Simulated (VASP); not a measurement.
Write the native input for VASP 6.6.1 that does the following.

| Property | Result |
| --- | --- |
| Task | electric field gradients |
| Functional | PBEsol |
| Potentials or basis | VASP PAW PBE potentials, release 64 (Yb, Al) |
| Cutoff | 520 eV |
| k mesh | 10 × 10 × 10 |
| Occupations | gaussian, width 0.05 eV |
| Spin | no spin polarisation |
| Dipole correction | no |
| Further INCAR settings | ALGO = Normal; EDIFF = 1e-08; NBANDS = 24 |

The structure of YbAl3 lies in POSCAR:

```
YbAl3
1.0
    4.1780958125      0.0000000000      0.0000000000
    0.0000000000      4.1780958125      0.0000000000
    0.0000000000      0.0000000000      4.1780958125
Yb Al
1 3
Direct
    0.0000000000      0.0000000000      0.0000000000
    0.0000000000      0.5000000000      0.5000000000
    0.5000000000      0.5000000000      0.0000000000
    0.5000000000      0.0000000000      0.5000000000
```

One way to write it, as run:

INCAR

```
SYSTEM = YbAl3
PREC = Accurate
ENCUT = 520
EDIFF = 1E-8
ISMEAR = 0
SIGMA = 0.05
LREAL = .False.
LASPH = .True.
NELM = 60
ALGO = Normal
ISIF = 2
LWAVE = .False.
LCHARG = .False.
GGA = PS
LEFG = .True.
NBANDS = 24
```

KPOINTS

```
regular mesh
0
Gamma
  10 10 10
  0 0 0
```

Potentials or basis: VASP PAW PBE potentials, release 64 (Yb, Al).

Run with:

```sh
$ cat potpaw_PBE.64/Yb/POTCAR potpaw_PBE.64/Al/POTCAR > POTCAR
$ mpirun -np 1 vasp_std > vasp.out
```

It gave:

```json
{
  "Pressure": "0.1 GPa"
}
```

Caveat: without QUAD_EFG the Cq values of the log hold for a quadrupole moment of 1 mb, not for the nuclei; the PAW data sets were made with another functional, which shifts forces and pressure a little.

Run time: 2.1 min on 1 thread of Intel Xeon 6975P-C, with other jobs on the host, peak memory 0.26 GiB.
